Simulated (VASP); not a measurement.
# AgBr: electric field gradients with PBE

Crystal: AgBr.

```
Ag Br
1.0
     0.00000    2.82713    2.82713
     2.82713    0.00000    2.82713
     2.82713    2.82713    0.00000
Ag Br
1 1
Direct
  0.50000 0.50000 0.50000
  0.00000 0.00000 0.00000
```

This cell differs from its parent crystal: volume scaled by 0.94.

```yaml
Program: VASP 6.6.1
Task: electric field gradients
Functional: PBE
Potentials_or_basis: VASP PAW PBE potentials, release 64 (Ag, Br)
Cutoff: 400 eV
k_mesh: 7 × 7 × 7
Occupations: fermi-dirac, width 0.03 eV
Spin: no spin polarisation
Dipole_correction: no
Further_INCAR_settings: ALGO = Normal; EDIFF = 1e-08; NBANDS = 16
```

The pressure is 4.7 GPa and the band gap on the k mesh is 0.75 eV, indirect (least direct gap 2.77 eV).

Levels at points of the mesh, in eV from the valence-band top:
```
           k point  band 6  band 7  band 8  band 9  band 10  band 11  band 12  band 13
(0.00, 0.00, 0.00)   -2.92   -2.02   -2.02   -2.02     0.75     9.98     9.98     9.98
```

Run time: 15 s on 1 thread of Intel Xeon 6975P-C, with other jobs on the host, peak memory 0.15 GiB.

Caveat: without QUAD_EFG the Cq values of the log hold for a quadrupole moment of 1 mb, not for the nuclei. A k mesh can miss the band edges.
